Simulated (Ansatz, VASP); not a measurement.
One calculation of GaSb, two programs

```xyz
2
Lattice="0.0000 3.0659 3.0659 3.0659 0.0000 3.0659 3.0659 3.0659 0.0000" Properties=species:S:1:pos:R:3 pbc="T T T"
Ga    0.0000    0.0000    0.0000
Sb    1.5329    1.5329    1.5329
```

Alike in both runs: task single point; functional r2SCAN; k mesh 6 × 6 × 6; occupations methfessel-paxton of order 1, width 0.05 eV; no spin polarisation.

|  | VASP | Ansatz |
| --- | --- | --- |
| version | VASP 6.6.1 | Ansatz 0.2.0 |
| potentials or method | VASP PAW PBE potentials, release 64 (Ga_d, Sb) | plane waves |
| plane-wave cutoff (eV) | 550 | 500 |
| valence electrons in the cell | 18 | 28 |

```tsv
	VASP	Ansatz	Ansatz less VASP
pressure (GPa)	0.1	0.0	-0.07
```

VASP's potentials were made for PBE, not for r2SCAN. The functional is the same, so the differences come from potentials, cutoffs and numerics. VASP's potentials hold 18 valence electrons a cell and Ansatz's 28, so a difference there can come from the potentials and not from the codes.

Neither program's run includes spin-orbit coupling.
